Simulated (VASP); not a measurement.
# H12CO5 in VASP: notebook

The runs below take H12CO5 through single point, with LDA.

All numbers are computed with VASP 6.6.1; they aren't measurements. Logs are shortened: lines on timing, memory, paths and dates and some standing lists are left out, and cuts for length are marked.

## (1) The cell of the first run

The cell holds a disordered packing, 18 atoms: a = 5.718 Å, b = 5.718 Å, c = 5.718 Å, α = 90.00°, β = 90.00°, γ = 90.00°.

## (2) Single point, LDA

Input file INCAR:

```
PREC = Accurate
ENCUT = 520
EDIFF = 1E-6
ISMEAR = -1
SIGMA = 0.05
LREAL = Auto
LASPH = True
NELM = 80
ALGO = Normal
ISIF = 2
LWAVE = False
LCHARG = False
NBANDS = 38
```

Input file KPOINTS:

```
regular mesh
0
Gamma
  1 1 1
```

Input file POSCAR:

```
H12CO5
1.0
    5.7184790000      0.0000000000      0.0000000000
    0.0000000000      5.7184790000      0.0000000000
    0.0000000000      0.0000000000      5.7184790000
O H C
5 12 1
Direct
    0.8277248311      0.7945944626      0.4835396009
    0.0847553766      0.3422514606      0.0485762781
    0.3443064144      0.0205110692      0.9155643425
    0.1700659919      0.6283822049      0.7304253852
    0.6621937586      0.1839732693      0.6284181049
    0.9625791302      0.7219122744      0.5756923728
    0.8665286268      0.7816513732      0.3185304549
    0.1856081177      0.1981269189     -0.0097056276
    0.1510154949      0.3785730676      0.2010351587
    0.4741754950      0.0827354192      0.8150680279
    0.2812933886     -0.1256371928      0.8414940194
    0.1284036200      0.5109175119      0.8698451550
    0.2944405672      0.5508409616      0.6429584282
    0.5506690505      0.4830509117      0.4672549949
    0.7368072503      0.0326083899      0.5685819133
    0.6119098106      0.2471843621      0.2719419355
    0.3487884209      0.2302633703      0.4474905112
    0.5369969547      0.2897873655      0.4470396442
```

Potentials or basis: VASP PAW LDA potentials, release 64 (O, H, C).

On the command line:

```sh
cat potpaw_LDA.64/O/POTCAR potpaw_LDA.64/H/POTCAR potpaw_LDA.64/C/POTCAR > POTCAR
mpirun -np 1 vasp_gam > vasp.out
```

OUTCAR:

```text
PREC = Accurate
   ENCUT = 520
   EDIFF = 1E-6
   ISMEAR = -1
   LREAL = Auto
   LASPH = True
   NELM = 80
   ISIF = 2

 ion  position               nearest neighbor table
   1  0.828  0.795  0.484-   7 0.97   6 1.02
   2  0.085  0.342  0.049-   9 0.97   8 1.06  12 1.43
   3  0.344  0.021  0.916-  11 1.00  10 1.00   8 1.43
   4  0.170  0.628  0.730-  13 0.98  12 1.07
   5  0.662  0.184  0.628-  15 1.02  18 1.40
   6  0.963  0.722  0.576-   1 1.02
   7  0.867  0.782  0.319-   1 0.97
   8  0.186  0.198  0.990-   2 1.06   3 1.43
   9  0.151  0.379  0.201-   2 0.97
  10  0.474  0.083  0.815-   3 1.00
  11  0.281  0.874  0.841-   3 1.00
  12  0.128  0.511  0.870-   4 1.07   2 1.43
  13  0.294  0.551  0.643-   4 0.98
  14  0.551  0.483  0.467-  18 1.11
  15  0.737  0.033  0.569-   5 1.02
  16  0.612  0.247  0.272-  18 1.12
  17  0.349  0.230  0.447-  18 1.13
  18  0.537  0.290  0.447-  14 1.11  16 1.12  17 1.13   5 1.40

  LATTYP: Found a simple cubic cell.
 ALAT       =     5.7184790000

  Lattice vectors:

 A1 = (   5.7184790000,   0.0000000000,   0.0000000000)
 A2 = (   0.0000000000,   5.7184790000,   0.0000000000)
 A3 = (   0.0000000000,   0.0000000000,   5.7184790000)

Analysis of symmetry for initial positions (statically):
=====================================================================
 Subroutine PRICEL returns:
 Original cell was already a primitive cell.

 Routine SETGRP: Setting up the symmetry group for a
 simple cubic supercell.

 Subroutine GETGRP returns: Found  1 space group operations
 (whereof  1 operations were pure point group operations)
 out of a pool of 48 trial point group operations.

The static configuration has the point symmetry C_1 .

Analysis of symmetry for dynamics (positions and initial velocities):
=====================================================================
 Subroutine PRICEL returns:
 Original cell was already a primitive cell.

 Routine SETGRP: Setting up the symmetry group for a
 simple cubic supercell.

 Subroutine GETGRP returns: Found  1 space group operations
 (whereof  1 operations were pure point group operations)
 out of a pool of 48 trial point group operations.

The dynamic configuration has the point symmetry C_1 .

 Subroutine INISYM returns: Found  1 space group operations
 (whereof  1 operations are pure point group operations),
 and found     1 'primitive' translations

----------------------------------------------------------------------------------------

                                     Primitive cell

  volume of cell :     187.0000

  direct lattice vectors                    reciprocal lattice vectors
     5.718479000  0.000000000  0.000000000     0.174871675  0.000000000  0.000000000
     0.000000000  5.718479000  0.000000000     0.000000000  0.174871675  0.000000000
     0.000000000  0.000000000  5.718479000     0.000000000  0.000000000  0.174871675

  length of vectors
     5.718479000  5.718479000  5.718479000     0.174871675  0.174871675  0.174871675

  position of ions in fractional coordinates (direct lattice)
     0.827724831  0.794594463  0.483539601
     0.084755377  0.342251461  0.048576278
     0.344306414  0.020511069  0.915564342
     0.170065992  0.628382205  0.730425385
     0.662193759  0.183973269  0.628418105
     0.962579130  0.721912274  0.575692373
[... 10 lines left out ...]
     0.348788421  0.230263370  0.447490511
     0.536996955  0.289787365  0.447039644

  ion indices of the primitive-cell ions
   primitive index   ion index
                 1           1
                 2           2
                 3           3
                 4           4
                 5           5
                 6           6
[... 10 lines left out ...]
                17          17
                18          18

----------------------------------------------------------------------------------------

 KPOINTS: regular mesh

Automatic generation of k-mesh.
 Grid dimensions read from file:
 generate k-points for:    1    1    1

 Generating k-lattice:

  Cartesian coordinates                     Fractional coordinates (reciprocal lattice)
     0.174871675  0.000000000  0.000000000     1.000000000  0.000000000  0.000000000
     0.000000000  0.174871675  0.000000000     0.000000000  1.000000000  0.000000000
     0.000000000  0.000000000  0.174871675     0.000000000  0.000000000  1.000000000

  Length of vectors
     0.174871675  0.174871675  0.174871675

  Shift w.r.t. Gamma in fractional coordinates (k-lattice)
     0.000000000  0.000000000  0.000000000

 Subroutine IBZKPT returns following result:
 ===========================================

 Found      1 irreducible k-points:

 Following reciprocal coordinates:
            Coordinates               Weight
  0.000000  0.000000  0.000000      1.000000
   k-points           NKPTS =      1   k-points in BZ     NKDIM =      1   number of bands    NBANDS=     38
   number of dos      NEDOS =    301   number of ions     NIONS =     18
   total plane-waves  NPLWV = 110592
   dimension x,y,z NGX =    48 NGY =   48 NGZ =   48
   dimension x,y,z NGXF=    96 NGYF=   96 NGZF=   96
   ions per type =               5  12   1
   NGX,Y,Z   is equivalent  to a cutoff of  13.95, 13.95, 13.95 a.u.
   NGXF,Y,Z  is equivalent  to a cutoff of  27.91, 27.91, 27.91 a.u.
 SYSTEM =  unknown system
   PREC   = accura    normal or accurate (medium, high low for compatibility)
   ISTART =      0    job   : 0-new  1-cont  2-samecut
   ICHARG =      2    charge: 1-file 2-atom 10-const
   ISPIN  =      1    spin polarized calculation?
   LNONCOLLINEAR =      F non collinear calculations
   LSORBIT =      F    spin-orbit coupling
   LASPH  =      T    aspherical Exc in radial PAW
   ENCUT  =  520.0 eV  38.22 Ry    6.18 a.u.  10.63 10.63 10.63*2*pi/ulx,y,z
   NELM   =     80;   NELMIN=  2; NELMDL= -5     # of ELM steps
   EDIFF  = 0.1E-05   stopping-criterion for ELM
   LREAL  =      T    real-space projection
   EDIFFG = 0.1E-04   stopping-criterion for IOM
   NSW    =      0    number of steps for IOM
   IBRION =     -1    ionic relax: 0-MD 1-quasi-New 2-CG
   NFREE  =      0    steps in history (QN), initial steepest desc. (CG)
   ISIF   =      2    stress and relaxation
   ISYM   =      2    0-nonsym 1-usesym 2-fastsym
   POTIM  = 0.5000    time-step for ionic-motion
   TEBEG  =    0.0;   TEEND  =   0.0 temperature during run
   PSTRESS=    0.0 pullay stress
   NELECT =      46.0000    total number of electrons
   NUPDOWN=      -1.0000    fix difference up-down
   EMIN   =  10.00;   EMAX   =-10.00  energy-range for DOS
   EFERMI =   0.00;   METHOD = LEGACY
   ISMEAR =    -1;   SIGMA  =   0.05  broadening in eV -4-tet -1-fermi 0-gaus
   EFERMI_NEDOS =   21; number of points for ismear=-14 and -15
   IALGO  =     38    algorithm
   IMIX   =      4    mixing-type and parameters
     AMIX     =   0.40;   BMIX     =  1.00
     AMIX_MAG =   1.60;   BMIX_MAG =  1.00
  volume/ion in A,a.u.               =      10.39        70.11
  Fermi-wavevector in a.u.,A,eV,Ry     =   1.025763  1.938410 14.315903  1.052189
  Thomas-Fermi vector in A             =   2.159620
   LORBIT       =      0    0 simple, 1 ext, 2 COOP (PROOUT), +10 PAW based schemes
   GGA     = CA    functional components
   LHFCALC =     F    Hartree Fock is set to
   AEXX    =    0.0000 exact exchange contribution
   IVDW    =     0    specifies the selected vdW correction
   LEPSILON=     F    determine dielectric tensor
   LRPA    =     F    only Hartree local field effects (RPA)
 non-spin polarized calculation
  energy-cutoff  :      520.00
  volume of cell :      187.00
 maximum number of plane-waves:      2521
 NGX is ok and might be reduce to    42
   NGX = 21   NGY = 21   NGZ = 21

 number of electron      46.0000001 magnetization

 Free energy of the ion-electron system (eV)
  ---------------------------------------------------
  ext. energy  EPLUGINS =         0.00000000
  ---------------------------------------------------
  free energy    TOTEN  =       -94.75293987 eV

  energy without entropy =      -94.75293987  energy(sigma->0) =      -94.75293987

 E-fermi :  -2.2516     XC(G=0):  -7.0873

 val. band max:       -3.4794235673   @ k =   0.0000   0.0000   0.0000
 cond. band min:       0.9048428811   @ k =   0.0000   0.0000   0.0000
 fundamental gap:      4.3842664484
 Fermi energy:        -2.2516344199

 k-point     1 :       0.0000    0.0000    0.0000
  band No.  band energies     occupation
      1     -22.7145      2.00000
      2     -22.3169      2.00000
      3     -21.9501      2.00000
      4     -21.4667      2.00000
      5     -21.1588      2.00000
      6     -13.7244      2.00000
[... 27 lines left out ...]
     34       7.5138      0.00000
     35       8.0858      0.00000
 [bands above 35 left out]

------------------------ aborting loop because EDIFF is reached ----------------------------------------

  FORCE on cell =-STRESS in cart. coord.  units (eV):
  Direction    XX          YY          ZZ          XY          YZ          ZX
  --------------------------------------------------------------------------------------
  -------------------------------------------------------------------------------------
  Total       -1.0451746     -0.6380143     -0.9329154     -0.1217206      0.1276889      0.0547477
  in kB       -8.9548398     -5.4663748     -7.9930266     -1.0428768      1.0940122      0.4690670
  external PRESSURE =      -7.4714137 kB  Pullay stress =       0.0000000 kB

 VOLUME and BASIS-vectors are now :
 -----------------------------------------------------------------------------
  energy-cutoff  :      520.00
  volume of cell :      187.00
      direct lattice vectors                 reciprocal lattice vectors
     5.718479000  0.000000000  0.000000000     0.174871675  0.000000000  0.000000000
     0.000000000  5.718479000  0.000000000     0.000000000  0.174871675  0.000000000
     0.000000000  0.000000000  5.718479000     0.000000000  0.000000000  0.174871675

 POSITION                                       TOTAL-FORCE (eV/Angst)
 -----------------------------------------------------------------------------------
      4.73333      4.54387      2.76511        -0.042143     -0.042985      0.105764
      0.48467      1.95716      0.27778        -0.088849      0.010244     -0.120596
      1.96891      0.11729      5.23564        -0.266475     -0.070644      0.222965
      0.97252      3.59339      4.17692        -0.189491      0.168746      0.120573
      3.78674      1.05205      3.59360         0.002114      0.004205      0.155098
      5.50449      4.12824      3.29208         0.042073     -0.007364      0.076397
[... 10 lines left out ...]
      1.99454      1.31676      2.55897         0.170272      0.102487      0.021374
      3.07081      1.65714      2.55639        -0.165518      0.004604     -0.270648
 -----------------------------------------------------------------------------------
    total drift:                               -0.008118     -0.001518      0.006002

  FREE ENERGIE OF THE ION-ELECTRON SYSTEM (eV)
  ---------------------------------------------------
  free  energy   TOTEN  =       -94.7529398682 eV

  energy  without entropy=      -94.7529398682  energy(sigma->0) =      -94.75293987
```

Wall time 29 s (1 thread of Intel Xeon 8259CL, shared host); peak memory 0.24 GiB.

What came out:

* Free energy: -94.7529 eV
* Pressure: -0.7 GPa
* Largest force: 0.406 eV/Å

Forces in eV/Å, atoms in the order of the input:
```
O   -0.042 -0.043  0.106
O   -0.089  0.010 -0.121
O   -0.266 -0.071  0.223
O   -0.189  0.169  0.121
O    0.002  0.004  0.155
H    0.042 -0.007  0.076
H   -0.008  0.043 -0.155
H    0.066 -0.136 -0.078
H    0.041  0.084  0.251
H    0.312  0.153 -0.209
H   -0.061 -0.099 -0.021
H   -0.056  0.013  0.025
H    0.182 -0.074 -0.153
H    0.047 -0.060 -0.033
H    0.107 -0.139 -0.050
H   -0.092  0.046  0.112
H    0.170  0.102  0.021
C   -0.166  0.005 -0.271
```

Caveat: the k points lie up to 1.10 Å⁻¹ apart.

## (3) Single point, LDA

Input file INCAR:

```
SYSTEM = H12CO5
PREC = Accurate
ENCUT = 520
EDIFF = 1E-7
ISMEAR = -1
SIGMA = 0.05
LREAL = Auto
LASPH = .True.
NELM = 80
ALGO = Normal
ISIF = 2
LWAVE = .False.
LCHARG = .False.
NBANDS = 38
```

Input file KPOINTS:

```
regular mesh
0
Gamma
  1 1 1
  0 0 0
```

Input file POSCAR:

```
H12CO5
1.0
    5.7184790000      0.0000000000      0.0000000000
    0.0000000000      5.7184790000      0.0000000000
    0.0000000000      0.0000000000      5.7184790000
O H C
5 12 1
Direct
    0.8202880521      0.8072775995      0.4430373881
    0.0766287679      0.3164302955      0.0516221184
    0.3344595652     -0.0162805529      0.9358957163
    0.1514388704      0.6047062514      0.6992593660
    0.6785545597      0.1787013645      0.6665758500
    0.9532429865      0.7550084559      0.5369434775
    0.8926674383      0.8570635653      0.3025979461
    0.1970978647      0.1774772627      0.0176270648
    0.1609344023      0.3854696327      0.1877946916
    0.4464124114      0.0718023097      0.8350472215
    0.2572012593     -0.1506519478      0.8568537193
    0.1052202867      0.4790609531      0.8357292210
    0.2923504659      0.5307180458      0.6250438272
    0.6054931740      0.4966355564      0.4980170426
    0.7287951919      0.0231879841      0.5744534517
    0.6618368276      0.2643535108      0.3168674747
    0.3690666697      0.2876988794      0.4828906428
    0.5794023201      0.3110792223      0.4885914594
```

Potentials or basis: VASP PAW LDA potentials, release 64 (O, H, C).

On the command line:

```sh
cat potpaw_LDA.64/O/POTCAR potpaw_LDA.64/H/POTCAR potpaw_LDA.64/C/POTCAR > POTCAR
mpirun -np 1 vasp_gam > vasp.out
```

OUTCAR:

```text
SYSTEM = H12CO5
   PREC = Accurate
   ENCUT = 520
   EDIFF = 1E-7
   ISMEAR = -1
   LREAL = Auto
   LASPH = .True.
   NELM = 80
   ISIF = 2

 ion  position               nearest neighbor table
   1  0.820  0.807  0.443-   7 0.95   6 0.98
   2  0.077  0.316  0.052-   9 1.00   8 1.07
   3  0.334  0.984  0.936-  11 0.99  10 1.00
   4  0.151  0.605  0.699-  13 1.00  12 1.09
   5  0.679  0.179  0.667-  15 1.07  18 1.39
   6  0.953  0.755  0.537-   1 0.98
   7  0.893  0.857  0.303-   1 0.95
   8  0.197  0.177  0.018-   2 1.07
   9  0.161  0.385  0.188-   2 1.00
[... 253 lines left out ...]
  Total       -3.7767483     -1.4846702     -1.4544026     -0.0411441      0.1165441      0.9419234
  in kB      -32.3583997    -12.7203475    -12.4610213     -0.3525141      0.9985258      8.0702049
  external PRESSURE =     -19.1799228 kB  Pullay stress =       0.0000000 kB

 VOLUME and BASIS-vectors are now :
 -----------------------------------------------------------------------------
  energy-cutoff  :      520.00
  volume of cell :      187.00
      direct lattice vectors                 reciprocal lattice vectors
     5.718479000  0.000000000  0.000000000     0.174871675  0.000000000  0.000000000
     0.000000000  5.718479000  0.000000000     0.000000000  0.174871675  0.000000000
     0.000000000  0.000000000  5.718479000     0.000000000  0.000000000  0.174871675

 POSITION                                       TOTAL-FORCE (eV/Angst)
 -----------------------------------------------------------------------------------
      4.69080      4.61640      2.53350        -1.241871      0.403811      0.704566
      0.43820      1.80950      0.29520         1.173233      0.249529      0.564372
      1.91260      5.62538      5.35190        -0.028842      0.459188      0.632718
      0.86600      3.45800      3.99870         0.403999     -0.921149      0.767022
      3.88030      1.02190      3.81180        -0.037307     -0.989751     -0.585479
      5.45110      4.31750      3.07050         0.860225     -0.959646      1.033743
[... 10 lines left out ...]
      2.11050      1.64520      2.76140         1.669614     -0.256716     -0.298805
      3.31330      1.77890      2.79400        -1.832715     -0.857663     -0.851664
 -----------------------------------------------------------------------------------
    total drift:                               -0.000704     -0.002312      0.004190

  FREE ENERGIE OF THE ION-ELECTRON SYSTEM (eV)
  ---------------------------------------------------
  free  energy   TOTEN  =       -94.0880429868 eV

  energy  without entropy=      -94.0880429868  energy(sigma->0) =      -94.08804299
```

stdout:

```text
POSCAR found type information on POSCAR O H C
 POSCAR found :  3 types and      18 ions
 scaLAPACK will be used
 LDA part: xc-table for (Slater(with rela. corr.)+CA(PZ))
 , standard interpolation
 POSCAR, INCAR and KPOINTS ok, starting setup
 FFT: planning ... GRIDC
 FFT: planning ... GRID_SOFT
 FFT: planning ... GRID
 WAVECAR not read
 entering main loop
```

Run time: 30 s. Hardware: 1 thread of Intel Xeon 8259CL, shared host; peak memory 0.23 GiB.

Results:

```
Free energy   : -94.0880 eV
Pressure      : -1.9 GPa
Largest force : 2.195 eV/Å
```

Forces on the atoms (eV/Å):
```
O   -1.242  0.404  0.705
O    1.173  0.250  0.564
O   -0.029  0.459  0.633
O    0.404 -0.921  0.767
O   -0.037 -0.990 -0.585
H    0.860 -0.960  1.034
H    0.395  0.619 -1.656
H   -0.867 -0.178 -0.440
H   -0.630  0.060 -0.385
H    0.571 -0.444 -0.365
H    0.116 -0.174 -0.532
H    0.181  0.718 -0.491
H   -0.731  0.497  0.328
H    0.564  1.110  0.621
H   -0.006  0.709  0.944
H   -0.559 -0.044  0.009
H    1.670 -0.257 -0.299
C   -1.833 -0.858 -0.852
```

Stress tensor (GPa, compression positive):
```
-3.24 -0.04  0.81
-0.04 -1.27  0.10
 0.81  0.10 -1.25
```

Levels at points of the mesh, in eV from the Fermi level:
| k point | band 21 | band 22 | band 23 | band 24 | band 25 | band 26 |
| --- | --- | --- | --- | --- | --- | --- |
| (0.00, 0.00, 0.00) | -2.14 | -1.93 | -1.23 | 2.95 | 5.73 | 6.07 |

Caveat: the k points lie up to 1.10 Å⁻¹ apart.
